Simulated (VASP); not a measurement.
Wanted: the native input for a VASP 6.6.1 run.

```yaml
Task: single point
Functional: PBE
Potentials_or_basis: VASP PAW PBE potentials, release 64 (Ba_sv, Ti_sv, O)
Cutoff: 520 eV
k_mesh: 6 × 6 × 6
Occupations: gaussian, width 0.05 eV
Spin: no spin polarisation
Hubbard_terms: Ti d U = 4.0 eV
Dipole_correction: no
Further_INCAR_settings: ALGO = Normal; EDIFF = 1e-07; NBANDS = 28
```

The structure of BaTiO3 lies in POSCAR:

```
BaTiO3
1.0
    2.8603720851      1.6514365933      2.3460535783
   -2.8603720851      1.6514365933      2.3460535783
    0.0000000000     -3.3028731867      2.3460535783
Ba Ti O
1 1 3
Direct
    0.0990030698      0.0162062249     -0.0278157249
    0.4677017157      0.5672054127      0.4617491293
    0.4521024939      0.4413493125      1.0674072615
    0.4902596844      1.0545115408      0.4934690356
    0.9696330362      0.3994275091      0.4838902985
```

This cell differs from its parent crystal: atoms moved at random.

These files were run (other wordings do the same):

INCAR

```
PREC = Accurate
ENCUT = 520
EDIFF = 1E-7
ISMEAR = 0
SIGMA = 0.05
LREAL = False
LASPH = True
NELM = 150
ALGO = Normal
ISIF = 2
LWAVE = False
LCHARG = True
LMAXMIX = 4
LDAU = True
LDAUTYPE = 2
LDAUL = -1 2 -1
LDAUU = 0 4 0
LDAUJ = 0 0 0
LDAUPRINT = 1
GGA = PE
LELF = True
LVHAR = True
NBANDS = 28
```

KPOINTS

```
Automatic mesh
0
Gamma
  6 6 6
```

Potentials or basis: VASP PAW PBE potentials, release 64 (Ba_sv, Ti_sv, O).

Command:

```sh
$ cat potpaw_PBE.64/Ba_sv/POTCAR potpaw_PBE.64/Ti_sv/POTCAR potpaw_PBE.64/O/POTCAR > POTCAR
$ mpirun -np 1 vasp_std > vasp.out
```

It gave:

The pressure is 19.7 GPa, the largest force is 6.213 eV/Å and the band gap on the k mesh is 2.44 eV, indirect (least direct gap 2.93 eV).

Caveat: the cell differs from its parent crystal (atoms moved at random); spin-orbit coupling is left out, which moves the levels of the heavy elements; forces of over 1 eV/Å act on the atoms, so gaps and moduli don't describe the material at rest.

Run time: 3.8 min on 1 thread of Intel(R) Xeon(R) Platinum 8259CL CPU @ 2.50GHz (Skylake/Cascade Lake) (shared host), peak memory 0.32 GiB.
